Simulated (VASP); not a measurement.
Input of a VASP 6.6.1 run:

POSCAR

```
MgO
1.0
    3.3375405124      0.0000000000      0.0000000000
   -1.6687702562      2.8903948699      0.0000000000
    0.0000000000      0.0000000000      4.8522914223
Mg O
2 2
Direct
    0.3333333333      0.6666666667     -0.0184624423
    0.6666666667      0.3333333333      0.4815375577
    0.3333333333      0.6666666667      0.3934624423
    0.6666666667      0.3333333333      0.8934624423
```

The input INCAR.step1:

```
  PREC = Accurate
  ENCUT = 520
  EDIFF = 1E-5
  ISMEAR = 0
  SIGMA = 0.01
  LREAL = False
  LASPH = True
  NELM = 80
  ALGO = Normal
  ISIF = 2
  LWAVE = True
  LCHARG = False
  NBANDS = 16
  GGA = PE
```

The input INCAR.step2:

```
  PREC = Accurate
  ENCUT = 520
  EDIFF = 1E-6
  ISMEAR = 0
  SIGMA = 0.01
  LREAL = False
  LASPH = True
  NELM = 80
  ALGO = Normal
  ISIF = 2
  LWAVE = False
  LCHARG = False
  GGA = PE
  LHFCALC = True
  HFSCREEN = 0.2079
  PRECFOCK = Normal
  NBANDS = 16
  ISTART = 1
```

The input KPOINTS:

```
regular mesh
0
Gamma
  6 6 4
```

Potentials or basis: VASP PAW PBE potentials, release 64 (Mg, O).

Run with:

```sh
$ cat potpaw_PBE.64/Mg/POTCAR potpaw_PBE.64/O/POTCAR > POTCAR
$ cp INCAR.step1 INCAR
$ mpirun -np 1 vasp_std > vasp.out
$ cp INCAR.step2 INCAR
$ mpirun -np 1 vasp_std > vasp.out
```

Question: Predict the band gap on the k mesh.

Answer: 4.95 eV, direct.

Question: What does it give for the pressure?

Answer: -0.6 GPa.

Question: Estimate the largest force.

Answer: 0.010 eV/Å.

Forces in eV/Å, atoms in the order of the input:
```
Mg   0.000  0.000  0.010
Mg   0.000  0.000  0.010
O    0.000  0.000 -0.010
O    0.000  0.000 -0.010
```

Caveat: the cell differs from its parent crystal (epitaxial xy strain +1.5%); the PAW data sets were made with another functional, which shifts forces and pressure a little.
